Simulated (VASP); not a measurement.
# Rh (P6_3/mmc) in VASP: notebook

Runs on Rh. Level: PBEsol. Tasks: single point.

All numbers are computed with VASP 6.6.1; they aren't measurements. Logs are shortened: lines on timing, memory, paths and dates and some standing lists are left out, and cuts for length are marked.

## (1) The cell of the first run

The structure is hexagonal, space group P6_3/mmc (No. 194). Conventional cell: a = 2.749 Å, b = 2.749 Å, c = 4.458 Å, α = 90.00°, β = 90.00°, γ = 120.00°. Within 3.6 Å of Rh (site symmetry -6m2) lie 12 Rh at 2.74 to 2.75 Å.

## (2) Single point, PBEsol

Contents of INCAR:

```
PREC     = Accurate       # precision mode
ENCUT    = 520            # plane-wave cutoff, eV
EDIFF    = 1E-6           # SCF threshold, eV
ISMEAR   = -1             # smearing method
SIGMA    = 0.15           # smearing width, eV
LREAL    = False          # projectors in reciprocal space
LASPH    = True           # aspherical terms in the spheres
NELM     = 80             # most SCF steps
ALGO     = Normal         # electronic algorithm
ISIF     = 2              # what is computed and relaxed
LWAVE    = False          # write WAVECAR
LCHARG   = True           # write CHGCAR
GGA      = PS             # functional
LELF     = True           # ELF
LVHAR    = True         
NBANDS   = 22             # bands
```

Contents of KPOINTS:

```
regular mesh
0
Gamma
  12 12 7
```

Contents of POSCAR:

```
Rh
1.0
    2.7490664874      0.0000000000      0.0000000000
   -1.3745332437      2.3807633704      0.0000000000
    0.0000000000      0.0000000000      4.4578186031
Rh
2
Direct
    0.6666666667      0.3333333333      0.7500000000
    0.3333333333      0.6666666667      0.2500000000
```

Potentials or basis: VASP PAW PBE potentials, release 64 (Rh_pv).

On the command line:

```
$ cat potpaw_PBE.64/Rh_pv/POTCAR > POTCAR
$ mpirun -np 1 vasp_std > vasp.out
```

OUTCAR:

```text
PREC = Accurate
   ENCUT = 520
   EDIFF = 1E-6
   ISMEAR = -1
   LREAL = False
   LASPH = True
   NELM = 80
   ISIF = 2
   GGA = PS

 ion  position               nearest neighbor table
   1  0.667  0.333  0.750-   2 2.74   2 2.74   2 2.74   2 2.74   2 2.74   2 2.74
   2  0.333  0.667  0.250-   1 2.74   1 2.74   1 2.74   1 2.74   1 2.74   1 2.74

  LATTYP: Found a hexagonal cell.
 ALAT       =     2.7490664874
 C/A-ratio  =     1.6215754052

  Lattice vectors:

 A1 = (   2.7490664874,   0.0000000000,   0.0000000000)
 A2 = (  -1.3745332437,   2.3807633704,   0.0000000000)
 A3 = (   0.0000000000,   0.0000000000,   4.4578186031)

Analysis of symmetry for initial positions (statically):
=====================================================================
 Subroutine PRICEL returns:
 Original cell was already a primitive cell.

 Routine SETGRP: Setting up the symmetry group for a
 hexagonal supercell.

 Subroutine GETGRP returns: Found 24 space group operations
 (whereof 12 operations were pure point group operations)
 out of a pool of 24 trial point group operations.

The static configuration has the point symmetry D_3d.
 The point group associated with its full space group is D_6h.

Analysis of symmetry for dynamics (positions and initial velocities):
=====================================================================
 Subroutine PRICEL returns:
 Original cell was already a primitive cell.

 Routine SETGRP: Setting up the symmetry group for a
 hexagonal supercell.

 Subroutine GETGRP returns: Found 24 space group operations
 (whereof 12 operations were pure point group operations)
 out of a pool of 24 trial point group operations.

The dynamic configuration has the point symmetry D_3d.
 The point group associated with its full space group is D_6h.

 Subroutine INISYM returns: Found 24 space group operations
 (whereof 12 operations are pure point group operations),
 and found     1 'primitive' translations

----------------------------------------------------------------------------------------

                                     Primitive cell

  volume of cell :      29.1759

  direct lattice vectors                    reciprocal lattice vectors
     2.749066487  0.000000000  0.000000000     0.363759845  0.210016672  0.000000000
    -1.374533244  2.380763370  0.000000000     0.000000000  0.420033344  0.000000000
     0.000000000  0.000000000  4.457818603     0.000000000  0.000000000  0.224324965

  length of vectors
     2.749066487  2.749068181  4.457818603     0.420033603  0.420033344  0.224324965

  position of ions in fractional coordinates (direct lattice)
     0.666666667  0.333333333  0.750000000
     0.333333333  0.666666667  0.250000000

  ion indices of the primitive-cell ions
   primitive index   ion index
                 1           1
                 2           2

----------------------------------------------------------------------------------------

 KPOINTS: regular mesh

Automatic generation of k-mesh.
 Grid dimensions read from file:
 generate k-points for:   12   12    7

 Generating k-lattice:

  Cartesian coordinates                     Fractional coordinates (reciprocal lattice)
     0.030313320  0.017501389  0.000000000     0.083333333  0.000000000  0.000000000
     0.000000000  0.035002779  0.000000000     0.000000000  0.083333333  0.000000000
     0.000000000  0.000000000  0.032046424     0.000000000  0.000000000  0.142857143

  Length of vectors
     0.035002800  0.035002779  0.032046424

  Shift w.r.t. Gamma in fractional coordinates (k-lattice)
     0.000000000  0.000000000  0.000000000

 Subroutine IBZKPT returns following result:
 ===========================================

 Found     76 irreducible k-points:

 Following reciprocal coordinates:
            Coordinates               Weight
  0.000000  0.000000  0.000000      1.000000
  0.083333 -0.000000  0.000000      6.000000
  0.166667 -0.000000  0.000000      6.000000
  0.250000  0.000000  0.000000      6.000000
  0.333333 -0.000000  0.000000      6.000000
  0.416667 -0.000000  0.000000      6.000000
[... 16 lines left out ...]
  0.250000  0.000000  0.142857     12.000000
  0.333333 -0.000000  0.142857     12.000000
 [... further k-points ...]
   k-points           NKPTS =     76   k-points in BZ     NKDIM =     76   number of bands    NBANDS=     22
   number of dos      NEDOS =    301   number of ions     NIONS =      2
   total plane-waves  NPLWV =  14400
   dimension x,y,z NGX =    20 NGY =   20 NGZ =   36
   dimension x,y,z NGXF=    40 NGYF=   40 NGZF=   72
   ions per type =               2
   NGX,Y,Z   is equivalent  to a cutoff of  12.09, 12.09, 13.43 a.u.
   NGXF,Y,Z  is equivalent  to a cutoff of  24.19, 24.19, 26.85 a.u.
 SYSTEM =  unknown system
   PREC   = accura    normal or accurate (medium, high low for compatibility)
   ISTART =      0    job   : 0-new  1-cont  2-samecut
   ICHARG =      2    charge: 1-file 2-atom 10-const
   ISPIN  =      1    spin polarized calculation?
   LNONCOLLINEAR =      F non collinear calculations
   LSORBIT =      F    spin-orbit coupling
   LASPH  =      T    aspherical Exc in radial PAW
   ENCUT  =  520.0 eV  38.22 Ry    6.18 a.u.   5.11  5.11  8.29*2*pi/ulx,y,z
   NELM   =     80;   NELMIN=  2; NELMDL= -5     # of ELM steps
   EDIFF  = 0.1E-05   stopping-criterion for ELM
   LREAL  =      F    real-space projection
   EDIFFG = 0.1E-04   stopping-criterion for IOM
   NSW    =      0    number of steps for IOM
   IBRION =     -1    ionic relax: 0-MD 1-quasi-New 2-CG
   NFREE  =      0    steps in history (QN), initial steepest desc. (CG)
   ISIF   =      2    stress and relaxation
   ISYM   =      2    0-nonsym 1-usesym 2-fastsym
   POTIM  = 0.5000    time-step for ionic-motion
   TEBEG  =    0.0;   TEEND  =   0.0 temperature during run
   PSTRESS=    0.0 pullay stress
   NELECT =      30.0000    total number of electrons
   NUPDOWN=      -1.0000    fix difference up-down
   EMIN   =  10.00;   EMAX   =-10.00  energy-range for DOS
   EFERMI =   0.00;   METHOD = LEGACY
   ISMEAR =    -1;   SIGMA  =   0.15  broadening in eV -4-tet -1-fermi 0-gaus
   EFERMI_NEDOS =   21; number of points for ismear=-14 and -15
   IALGO  =     38    algorithm
   IMIX   =      4    mixing-type and parameters
     AMIX     =   0.40;   BMIX     =  1.00
     AMIX_MAG =   1.60;   BMIX_MAG =  1.00
  volume/ion in A,a.u.               =      14.59        98.44
  Fermi-wavevector in a.u.,A,eV,Ry     =   1.652370  3.122526 37.148347  2.730327
  Thomas-Fermi vector in A             =   2.740991
   LORBIT       =      0    0 simple, 1 ext, 2 COOP (PROOUT), +10 PAW based schemes
   GGA     = PS    functional components
   LHFCALC =     F    Hartree Fock is set to
   AEXX    =    0.0000 exact exchange contribution
   IVDW    =     0    specifies the selected vdW correction
   LEPSILON=     F    determine dielectric tensor
   LRPA    =     F    only Hartree local field effects (RPA)
 non-spin polarized calculation
  energy-cutoff  :      520.00
  volume of cell :       29.18
 maximum number of plane-waves:       795
   NGX = 11   NGY = 11   NGZ = 17

 number of electron      30.0000004 magnetization

 Free energy of the ion-electron system (eV)
  ---------------------------------------------------
  ext. energy  EPLUGINS =         0.00000000
  ---------------------------------------------------
  free energy    TOTEN  =       -16.20344775 eV

  energy without entropy =      -15.94260486  energy(sigma->0) =      -16.07302631

 E-fermi :  10.7654     XC(G=0): -13.8370

 val. band max:       10.7637134739   @ k =   0.3333   0.3333   0.1429
 cond. band min:      10.7758851022   @ k =   0.4167  -0.0000   0.2857
 fundamental gap:      0.0121716284
 Fermi energy:        10.7654220359

 k-point     1 :       0.0000    0.0000    0.0000
  band No.  band energies     occupation
      1     -36.1223      2.00000
      2     -35.5885      2.00000
      3     -35.5885      2.00000
      4     -35.5124      2.00000
      5     -35.5011      2.00000
      6     -35.5011      2.00000
[... 14 lines left out ...]
     21      28.7391      0.00000
     22      29.3202      0.00000

 k-point     2 :       0.0833   -0.0000    0.0000
  band No.  band energies     occupation
      1     -36.1092      2.00000
      2     -35.6184      2.00000
      3     -35.5982      2.00000
      4     -35.5322      2.00000
      5     -35.5179      2.00000
      6     -35.5060      2.00000
[... 14 lines left out ...]
     21      28.9972      0.00000
     22      29.3766      0.00000

 k-point     3 :       0.1667   -0.0000    0.0000
  band No.  band energies     occupation
      1     -36.0717      2.00000
      2     -35.7003      2.00000
      3     -35.6241      2.00000
      4     -35.6159      2.00000
      5     -35.5343      2.00000
      6     -35.5199      2.00000
[... 14 lines left out ...]
     21      29.0260      0.00000
     22      29.2452      0.00000

 k-point     4 :       0.2500    0.0000    0.0000
  band No.  band energies     occupation
      1     -36.0153      2.00000
      2     -35.8123      2.00000
      3     -35.7275      2.00000
      4     -35.6583      2.00000
      5     -35.5619      2.00000
      6     -35.5398      2.00000
[... 14 lines left out ...]
     21      27.1662      0.00000
     22      27.8966      0.00000

 k-point     5 :       0.3333   -0.0000    0.0000
  band No.  band energies     occupation
      1     -35.9491      2.00000
      2     -35.9246      2.00000
      3     -35.8363      2.00000
      4     -35.6916      2.00000
      5     -35.5992      2.00000
      6     -35.5605      2.00000
[... 14 lines left out ...]
     21      25.3307      0.00000
     22      26.4306      0.00000

 k-point     6 :       0.4167   -0.0000    0.0000
  band No.  band energies     occupation
      1     -36.0068      2.00000
      2     -35.9143      2.00000
      3     -35.8877      2.00000
      4     -35.7155      2.00000
      5     -35.6395      2.00000
      6     -35.5759      2.00000
[... 14 lines left out ...]
     21      23.9978      0.00000
     22      25.2561      0.00000

 k-point     7 :       0.5000    0.0000    0.0000
  band No.  band energies     occupation
      1     -36.0369      2.00000
      2     -35.9425      2.00000
      3     -35.8588      2.00000
      4     -35.7242      2.00000
      5     -35.6605      2.00000
      6     -35.5817      2.00000
[... 324 lines left out ...]
      6     -35.5055      2.00000
[... 14 lines left out ...]
     21      28.8370      0.00000
     22      29.2472      0.00000

 k-point    21 :       0.0833   -0.0000    0.1429
  band No.  band energies     occupation
      1     -36.0815      2.00000
      2     -35.6134      2.00000
      3     -35.5937      2.00000
      4     -35.5627      2.00000
      5     -35.5216      2.00000
      6     -35.5106      2.00000
[... 14 lines left out ...]
     21      28.9575      0.00000
     22      29.4151      0.00000

 k-point    22 :       0.1667   -0.0000    0.1429
  band No.  band energies     occupation
      1     -36.0495      2.00000
      2     -35.6928      2.00000
      3     -35.6378      2.00000
      4     -35.6190      2.00000
      5     -35.5432      2.00000
      6     -35.5251      2.00000
[... 14 lines left out ...]
     21      28.5366      0.00000
     22      29.0513      0.00000

 k-point    23 :       0.2500    0.0000    0.1429
  band No.  band energies     occupation
      1     -36.0064      2.00000
      2     -35.7974      2.00000
      3     -35.7458      2.00000
      4     -35.6525      2.00000
      5     -35.5681      2.00000
      6     -35.5458      2.00000
[... 14 lines left out ...]
     21      27.4526      0.00000
     22      27.6242      0.00000

 k-point    24 :       0.3333   -0.0000    0.1429
  band No.  band energies     occupation
      1     -35.9873      2.00000
      2     -35.8783      2.00000
      3     -35.8434      2.00000
      4     -35.6852      2.00000
      5     -35.6001      2.00000
      6     -35.5671      2.00000
[... 14 lines left out ...]
     21      25.6905      0.00000
     22      25.9979      0.00000

 [... further k-points ...]

------------------------ aborting loop because EDIFF is reached ----------------------------------------

  FORCE on cell =-STRESS in cart. coord.  units (eV):
  Direction    XX          YY          ZZ          XY          YZ          ZX
  --------------------------------------------------------------------------------------
  -------------------------------------------------------------------------------------
  Total       -2.9415413     -2.9415461     -3.2854491     -0.0000000     -0.0000000     -0.0000000
  in kB     -161.5331498   -161.5334152   -180.4186632     -0.0000000     -0.0000000     -0.0000000
  external PRESSURE =    -167.8284094 kB  Pullay stress =       0.0000000 kB

 VOLUME and BASIS-vectors are now :
 -----------------------------------------------------------------------------
  energy-cutoff  :      520.00
  volume of cell :       29.18
      direct lattice vectors                 reciprocal lattice vectors
     2.749066487  0.000000000  0.000000000     0.363759845  0.210016672  0.000000000
    -1.374533244  2.380763370  0.000000000     0.000000000  0.420033344  0.000000000
     0.000000000  0.000000000  4.457818603     0.000000000  0.000000000  0.224324965

 POSITION                                       TOTAL-FORCE (eV/Angst)
 -----------------------------------------------------------------------------------
      1.37453      0.79359      3.34336         0.000000     -0.000000      0.000000
     -0.00000      1.58718      1.11445        -0.000000      0.000000      0.000000
 -----------------------------------------------------------------------------------
    total drift:                                0.000000     -0.000000      0.000000

  FREE ENERGIE OF THE ION-ELECTRON SYSTEM (eV)
  ---------------------------------------------------
  free  energy   TOTEN  =       -16.2034477505 eV

  energy  without entropy=      -15.9426048619  energy(sigma->0) =      -16.07302631
```

Run time: 31 s. Hardware: 1 thread of Intel Xeon Platinum 8488C (Sapphire Rapids), shared host; peak memory 0.16 GiB.

Results:

| Item | Value |
| --- | --- |
| Free energy | -16.2034 eV |
| Pressure | -16.8 GPa |
| Band gap on the k mesh | zero (band 15 reaches 11.36 eV, above the bottom of band 16 at 9.16 eV) |

Stress tensor (GPa, compression positive):
```
-16.15   0.00   0.00
  0.00 -16.15   0.00
  0.00   0.00 -18.04
```

Levels at points of the mesh, in eV from the Fermi level:
```csv
k point,band 11,band 12,band 13,band 14,band 15,band 16,band 17,band 18,band 19,band 20
"(0.00, 0.00, 0.00)",-2.75,-2.28,-2.28,-1.70,-1.70,0.16,0.16,0.71,7.99,15.84
"(0.50, 0.00, 0.00)",-2.47,-2.05,-1.98,0.43,0.59,0.70,2.86,4.83,9.86,10.31
```

Caveat: the PAW data sets were made with another functional, which shifts forces and pressure a little.

## (3) Single point, PBEsol

This run uses another cell than the first one, of 14.87 Å³/atom, 1.020 times its volume.

Contents of INCAR:

```
  ALGO = Normal
  EDIFF = 1E-6
  ENCUT = 520
  GGA = PS
  ISIF = 2
  ISMEAR = -1
  LASPH = True
  LCHARG = True
  LELF = True
  LREAL = False
  LVHAR = True
  LWAVE = False
  NBANDS = 22
  NELM = 100
  PREC = Accurate
  SIGMA = 0.15
```

Contents of KPOINTS:

```
k-points
0
Gamma
  12 12 7
```

Contents of POSCAR:

```
Rh
1.0
    2.7669180686      0.0000000000      0.0000000000
   -1.3834590343      2.3962233060      0.0000000000
    0.0000000000      0.0000000000      4.4867662882
Rh
2
Direct
    0.6666666667      0.3333333333      0.7500000000
    0.3333333333      0.6666666667      0.2500000000
```

Potentials or basis: VASP PAW PBE potentials, release 64 (Rh_pv).

On the command line:

```
$ cat potpaw_PBE.64/Rh_pv/POTCAR > POTCAR
$ mpirun -np 1 vasp_std > vasp.out
```

Run time: 26 s. Hardware: 1 thread of Intel Xeon Platinum 8488C (Sapphire Rapids), shared host; peak memory 0.18 GiB.

Results (log left out):

```
Free energy            : -16.1375 eV
Pressure               : -20.4 GPa
Band gap on the k mesh : zero (band 15 reaches 11.00 eV, above the bottom of band 16 at 8.87 eV)
```

Stress tensor (GPa, compression positive):
```
-19.72   0.00   0.00
  0.00 -19.72   0.00
  0.00   0.00 -21.63
```

Levels at points of the mesh, in eV from the Fermi level:
```
           k point  band 12  band 13  band 14  band 15  band 16  band 17  band 18  band 19
(0.00, 0.00, 0.00)    -2.21    -2.21    -1.65    -1.65     0.16     0.16     0.74     7.82
(0.50, 0.00, 0.00)    -1.98    -1.92     0.41     0.57     0.68     2.80     4.74     9.72
```

Caveat: the PAW data sets were made with another functional, which shifts forces and pressure a little.

## (4) Single point, PBEsol

This run uses another cell than the first one, of 15.16 Å³/atom, 1.039 times its volume.

Contents of INCAR:

```
ALGO     = Normal         # electronic algorithm
EDIFF    = 1E-6           # SCF threshold, eV
ENCUT    = 520            # plane-wave cutoff, eV
GGA      = PS             # functional
ISIF     = 2              # what is computed and relaxed
ISMEAR   = -1             # smearing method
LASPH    = True           # aspherical terms in the spheres
LCHARG   = False          # write CHGCAR
LREAL    = False          # projectors in reciprocal space
LWAVE    = False          # write WAVECAR
NBANDS   = 22             # bands
NELM     = 100            # most SCF steps
PREC     = Accurate       # precision mode
SIGMA    = 0.15           # smearing width, eV
```

KPOINTS is that of step 3.

Contents of POSCAR:

```
Rh
1.0
    2.7845422258      0.0000000000      0.0000000000
   -1.3922711129      2.4114862863      0.0000000000
    0.0000000000      0.0000000000      4.5153451880
Rh
2
Direct
    0.6666666667      0.3333333333      0.7500000000
    0.3333333333      0.6666666667      0.2500000000
```

On the command line:

```
$ cat potpaw_PBE.64/Rh_pv/POTCAR > POTCAR
$ mpirun -np 1 vasp_std > vasp.out
```

Run time: 32 s. Hardware: 1 thread of Intel Xeon Platinum 8488C (Sapphire Rapids), shared host; peak memory 0.18 GiB.

Results (log left out):

| Item | Value |
| --- | --- |
| Free energy | -16.0596 eV |
| Pressure | -23.5 GPa |
| Band gap on the k mesh | zero (band 15 reaches 10.66 eV, above the bottom of band 16 at 8.60 eV) |

Stress tensor (GPa, compression positive):
```
-22.82   0.00   0.00
  0.00 -22.82   0.00
  0.00   0.00 -24.76
```

Levels at points of the mesh, in eV from the Fermi level:
```csv
k point,band 11,band 12,band 13,band 14,band 15,band 16,band 17,band 18,band 19,band 20
"(0.00, 0.00, 0.00)",-2.58,-2.14,-2.14,-1.60,-1.60,0.15,0.15,0.77,7.65,15.82
"(0.50, 0.00, 0.00)",-2.32,-1.93,-1.86,0.40,0.55,0.66,2.75,4.65,9.59,10.03
```

Caveat: the PAW data sets were made with another functional, which shifts forces and pressure a little.

## (5) The runs side by side

| cell | gap on the mesh (eV) | pressure (GPa) |
| --- | --- | --- |
| a = 2.749, b = 2.749, c = 4.458 Å, angles 90.0, 90.0, 120.0°, 2 atoms | none | -16.8 |
| a = 2.767, b = 2.767, c = 4.487 Å, angles 90.0, 90.0, 120.0°, 2 atoms | none | -20.4 |
| a = 2.785, b = 2.785, c = 4.515 Å, angles 90.0, 90.0, 120.0°, 2 atoms | none | -23.5 |

Alike in all rows: task single point; level PBEsol; potentials or basis VASP PAW PBE potentials, release 64 (Rh_pv); no spin polarisation; k mesh 12 × 12 × 7; cutoff (eV) 520; smearing fermi-dirac 0.15 eV.

Caveats: the PAW data sets were made with another functional, which shifts forces and pressure a little.

Absolute energies hang on the potentials; compare differences alone.
